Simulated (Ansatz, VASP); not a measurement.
Si2W: VASP beside Ansatz

File INCAR:

```
ALGO = Normal ; EDIFF = 1E-6
ENCUT = 520 ; GGA = PE
ISIF = 2 ; ISMEAR = -1
LASPH = T ; LCHARG = F
LREAL = F ; LWAVE = F
NBANDS = 18 ; NELM = 60
PREC = Accurate ; SIGMA = 0.05
```

The input KPOINTS:

```
k-points
0
Gamma
  16 16 16
```

File POSCAR:

```
Si2W
1.0
   -1.6144470994      1.6144470994      3.9338689186
    1.6144470994     -1.6144470994      3.9338689186
    1.6144470994      1.6144470994     -3.9338689186
Si W
2 1
Direct
    0.3345181044      0.3345181044      0.0000000000
    0.6654818956      0.6654818956      0.0000000000
    0.0000000000      0.0000000000      0.0000000000
```

Input for Ansatz:

```yaml
crystal:
  lattice:
    - [-1.6144470994, 1.6144470994, 3.9338689186]
    - [1.6144470994, -1.6144470994, 3.9338689186]
    - [1.6144470994, 1.6144470994, -3.9338689186]
  atoms:
    - { symbol: Si, position: [0.3345181044, 0.3345181044, 0.0] }
    - { symbol: Si, position: [0.6654818956, 0.6654818956, 0.0] }
    - { symbol: W, position: [0.0, 0.0, 0.0] }
kpoints:
  mp_grid: { grid: [16, 16, 16] }
  band_path:
    path:
      - [0.0, 0.0, 0.0]
      - [0.0, 0.0, 0.5]
      - [0.25, 0.25, 0.25]
      - [0.0, 0.5, 0.0]
      - [0.0, 0.0, 0.0]
      - [0.5, 0.5, -0.5]
      - [0.2921063773, 0.7078936227, -0.2921063773]
      - [-0.2921063773, 0.2921063773, 0.2921063773]
      - [0.0, 0.0, 0.0]
    npoints: 14
scf:
  occupations: { method: fermi_dirac, width: 0.05 }
hamiltonian:
  xc: pbe
  pseudopotentials: { kind: all_electron, lapw: { basis_error: 0.0005 } }
output:
  forces: true
  stress: true
  eigenvalues: true
  populations: true
```

Alike in both runs: task single point; functional PBE; k mesh 16 × 16 × 16; occupations fermi-dirac, width 0.05 eV; no spin polarisation.

|  | VASP | Ansatz |
| --- | --- | --- |
| version | VASP 6.6.1 | Ansatz 0.2.0 |
| potentials or method | VASP PAW PBE potentials, release 64 (Si, W_sv), cutoff 520 eV | all-electron LAPW, scalar-relativistic |

Ansatz gave:

```
pressure (GPa)                                                : 0.0
traceless stress, the component that is largest in VASP (GPa) : -0.01
```

Q: Which values does VASP return?

A: Pressure (GPa): 0.1; traceless stress, the component that is largest in VASP (GPa): -0.05.

Ansatz ran all-electron here, and VASP with PAW potentials.

Spin-orbit coupling is off throughout.
